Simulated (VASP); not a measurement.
GaN: single point with PBEsol

Crystal: GaN.

```
Ga N
1.0
     2.24914    2.24914    0.00000
    -2.24914    2.24914    0.00000
     0.00000    2.24914    2.24914
Ga N
1 1
Direct
  0.00000 0.00000 0.00000
  0.25000 0.75000 0.50000
```

```json
{"Program": "VASP 6.6.1", "Task": "single point", "Functional": "PBEsol", "Potentials or basis": "VASP PAW PBE potentials, release 64 (Ga_d, N)", "Cutoff": "520 eV", "k mesh": "10 × 10 × 10", "Occupations": "gaussian, width 0.01 eV", "Spin": "non-collinear spin, zero start, spin-orbit coupling", "Starting moments": "[[0.0, 0.0, 0.0], [0.0, 0.0, 0.0]] μB", "Dipole correction": "no", "Further INCAR settings": "ALGO = Normal; EDIFF = 1e-07; NBANDS = 30"}
```

```
Pressure                                              : -0.3 GPa
Net moment                                            : 0.00 μB per cell
Valence electrons inside the program's atomic spheres : Ga 11.89; N 3.73
```

Moments on the atoms (μB; x, y, z):
```
Ga  0.00 0.00 0.00
N   0.00 0.00 0.00
```

Wall time 47 s on 1 thread of Intel(R) Xeon(R) Platinum 8559C (Emerald Rapids), on a shared host, peak memory 0.24 GiB.

Caveat: the PAW data sets were made with another functional, which shifts forces and pressure a little.
